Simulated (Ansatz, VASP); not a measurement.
## Si: VASP beside Ansatz

Contents of POSCAR:

```
Si
1.0
   -2.3925516850      2.3939491261      1.3296760978
    2.3939491261     -2.3925516850      1.3296760978
    2.3960276927      2.3960276927     -1.3271166820
Si
2
Direct
    0.0000076927      0.9999923073      1.0000000000
    0.7499923073      0.2500076927      0.5000000000
```

Contents of INCAR.step1:

```
PREC = Accurate ; ENCUT = 520
ISMEAR = -1 ; SIGMA = 0.1
LREAL = F ; LASPH = T
NELM = 100 ; NBANDS = 11
GGA = PE ; ALGO = Normal
EDIFF = 1E-4 ; LWAVE = T
LCHARG = F
```

The input INCAR.step2:

```
PREC = Accurate ; ENCUT = 520
EDIFF = 1E-6 ; ISMEAR = -1
SIGMA = 0.1 ; LREAL = F
LASPH = T ; NELM = 100
ALGO = Normal ; ISIF = 2
LWAVE = F ; LCHARG = F
METAGGA = R2SCAN ; LMIXTAU = T
NBANDS = 11 ; ISTART = 1
```

File KPOINTS:

```
regular mesh
0
Gamma
  15 15 11
```

Input for Ansatz:

```yaml
crystal:
  lattice:
    - [-2.392551685, 2.3939491261, 1.3296760978]
    - [2.3939491261, -2.392551685, 1.3296760978]
    - [2.3960276927, 2.3960276927, -1.327116682]
  atoms:
    - { symbol: Si, position: [7.6927e-06, 0.9999923073, 1.0] }
    - { symbol: Si, position: [0.7499923073, 0.2500076927, 0.5] }
hamiltonian:
  xc: r2scan
  pseudopotentials:
    kind: paw
    azcp:
      Si: "pseudopotentials/Si.paw.azcp"
basis:
  ecutwfc: 500
  fft_grid_basis: typed
kpoints:
  mp_grid: { grid: [15, 15, 11], shift: [0, 0, 0] }
magnetization:
  spin_polarized: false
scf:
  occupations: { method: fermi_dirac, width: 0.1 }
  lower_state_search: "off"
output:
  stress: true
```

Alike in both runs: task single point; functional r2SCAN; k mesh 15 × 15 × 11; occupations fermi-dirac, width 0.1 eV; no spin polarisation.

|  | VASP | Ansatz |
| --- | --- | --- |
| version | VASP 6.6.1 | Ansatz 0.2.0 |
| potentials or method | VASP PAW PBE potentials, release 64 (Si), cutoff 520 eV | plane waves (500 eV) with PAW, scalar-relativistic |
| valence electrons in the cell | 8 | 8 |

```csv
,VASP,Ansatz,Ansatz less VASP
pressure (GPa),-0.1,0.0,+0.14
"traceless stress, the component that is largest in VASP (GPa)",0.41,0.33,-0.083
```

VASP's potentials were made for PBE, not for r2SCAN. With one functional, cell and mesh, what is left measures potentials, basis and numerics.
